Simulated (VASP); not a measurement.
## Ga: single point with PBEsol

The system is Ga.

```
Ga
1.0
     1.30172   -3.83581    0.02378
     1.30172    3.83581    0.02378
    -0.05329    0.00000    2.93562
Ga
2
Direct
  0.13387 0.86613 0.75000
  0.86613 0.13387 0.25000
```

```
Program             : VASP 6.6.1
Task                : single point
Functional          : PBEsol
Potentials or basis : VASP PAW PBE potentials, release 64 (Ga_d)
Cutoff              : 520 eV
k mesh              : 10 × 10 × 8
Occupations         : fermi-dirac, width 0.05 eV
Spin                : no spin polarisation
```

* Pressure: 20.2 GPa
* Largest force: 0.004 eV/Å
* Band gap on the k mesh: zero (band 13 reaches 13.73 eV, above the bottom of band 14 at 2.63 eV)

Forces on the atoms (eV/Å):
```
Ga   0.000  0.004  0.000
Ga   0.000 -0.004  0.000
```

Stress tensor (GPa, compression positive):
```
20.21  0.00  0.00
 0.00 20.14  0.00
 0.00  0.00 20.11
```

Levels at points of the mesh, in eV from the Fermi level:
```csv
k point,band 11,band 12,band 13,band 14,band 15,band 16
"(0.00, 0.00, 0.00)",-13.50,-3.58,-1.77,2.97,7.14,10.14
"(0.50, 0.00, 0.00)",-7.18,-6.68,-2.59,-0.31,7.43,8.29
"(0.50, 0.50, 0.00)",-11.24,-10.33,5.51,6.61,7.76,8.28
"(0.00, 0.00, 0.50)",-8.87,-8.87,1.41,1.41,2.48,2.48
"(0.50, 0.00, 0.50)",-3.30,-3.29,-1.69,-1.69,1.89,1.90
"(0.50, 0.50, 0.50)",-6.54,-6.54,-5.59,-5.59,12.51,12.51
```

Run time: 2.8 min on 1 thread of Intel Xeon 6975P-C (shared host), peak memory 0.23 GiB.

Caveat: the PAW data sets were made with another functional, which shifts forces and pressure a little.
